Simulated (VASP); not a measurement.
SnO2, 24 atoms in the cell. The cell holds a slab with vacuum, 24 atoms: a = 6.476 Å, b = 6.827 Å, c = 22.054 Å, α = 90.00°, β = 90.00°, γ = 90.00°. 

* Program: VASP 6.6.1
* Task: single point
* Functional: PBE
* Potentials or basis: VASP PAW PBE potentials, release 64 (O, Sn_d)
* Cutoff: 520 eV
* k mesh: 3 × 2 × 1
* Occupations: gaussian, width 0.05 eV
* Spin: no spin polarisation
* Dipole correction: yes
* Further INCAR settings: LREAL = Auto; ALGO = Normal; EDIFF = 1e-06; NBANDS = 122

Potentials or basis: VASP PAW PBE potentials, release 64 (O, Sn_d).

Run with:

```console
$ cat potpaw_PBE.64/O/POTCAR potpaw_PBE.64/Sn_d/POTCAR > POTCAR
$ mpirun -np 1 vasp_std > vasp.out
```

Hardware: 1 thread of Intel Xeon 8259CL, with other jobs on the host.

Task: How long does it take, and how much memory?

Result: It took 30 min on 1 thread of Intel Xeon 8259CL (shared host), peak memory 0.95 GiB. Counts: scf iterations 28, k points 4.
